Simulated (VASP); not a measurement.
Set up this calculation in VASP 6.6.1, as the native input.

```
Task                               : single point
Functional                         : HSE06
Potentials or basis                : VASP PAW PBE potentials, release 64 (K_sv, Cl)
Cutoff                             : 520 eV
k mesh                             : 6 × 6 × 6
Occupations                        : gaussian, width 0.01 eV
Spin                               : no spin polarisation
Dipole correction                  : no
Grid for exact exchange (PRECFOCK) : Normal
Further INCAR settings             : ALGO = Normal; EDIFF = 1e-07; NBANDS = 15
Screening parameter                : 0.2079 1/Å
```

Crystal: KCl.

```
K Cl
1.0
     3.55508    0.00000    0.00000
     0.00000    3.55508    0.00000
     0.00000    0.00000    3.77117
K Cl
1 1
Direct
  0.00000 0.00000 0.00000
  0.50000 0.50000 0.50000
```

This cell differs from its parent crystal: biaxial xy strain -5.7%.

These files were run (other wordings do the same):

POSCAR

```
KCl
1.0
    3.5550803456      0.0000000000      0.0000000000
    0.0000000000      3.5550803456      0.0000000000
    0.0000000000      0.0000000000      3.7711682885
K Cl
1 1
Direct
    0.0000000000      0.0000000000      0.0000000000
    0.5000000000      0.5000000000      0.5000000000
```

INCAR.step1

```
SYSTEM = KCl
PREC     = Accurate       ! precision mode
ENCUT    = 520            ! plane-wave cutoff, eV
EDIFF    = 1E-5           ! SCF threshold, eV
ISMEAR   = 0              ! smearing method
SIGMA    = 0.01           ! smearing width, eV
LREAL    = .False.        ! projectors in reciprocal space
LASPH    = .True.         ! aspherical terms in the spheres
NELM     = 100            ! most SCF steps
ALGO     = Normal         ! electronic algorithm
ISIF     = 2              ! what is computed and relaxed
LWAVE    = .True.         ! write WAVECAR
LCHARG   = .False.        ! write CHGCAR
GGA      = PE             ! functional
NBANDS   = 15             ! bands
```

INCAR.step2

```
SYSTEM = KCl
PREC     = Accurate       ! precision mode
ENCUT    = 520            ! plane-wave cutoff, eV
EDIFF    = 1E-7           ! SCF threshold, eV
ISMEAR   = 0              ! smearing method
SIGMA    = 0.01           ! smearing width, eV
LREAL    = .False.        ! projectors in reciprocal space
LASPH    = .True.         ! aspherical terms in the spheres
NELM     = 100            ! most SCF steps
ALGO     = Normal         ! electronic algorithm
ISIF     = 2              ! what is computed and relaxed
LWAVE    = .False.        ! write WAVECAR
LCHARG   = .False.        ! write CHGCAR
GGA      = PE             ! functional
LHFCALC  = .True.         ! exact exchange
HFSCREEN = 0.2079         ! screening, 1/A
PRECFOCK = Normal       
ISTART   = 1            
NBANDS   = 15             ! bands
```

KPOINTS

```
regular mesh
0
Gamma
  6 6 6
  0 0 0
```

Potentials or basis: VASP PAW PBE potentials, release 64 (K_sv, Cl).

Run with:

```bash
$ cat potpaw_PBE.64/K_sv/POTCAR potpaw_PBE.64/Cl/POTCAR > POTCAR
$ cp INCAR.step1 INCAR
$ mpirun -np 1 vasp_std > vasp.out
$ cp INCAR.step2 INCAR
$ mpirun -np 1 vasp_std > vasp.out
```

Results of the run:

```
Pressure               : 4.3 GPa
Band gap on the k mesh : 6.76 eV, indirect (least direct gap 7.00 eV)
```

Caveat: the cell differs from its parent crystal (biaxial xy strain -5.7%); the PAW data sets were made with another functional, which shifts forces and pressure a little.

Wall time 29 min on 1 thread of Intel(R) Xeon(R) 6975P-C (Granite Rapids), on a shared host, peak memory 0.3 GiB.
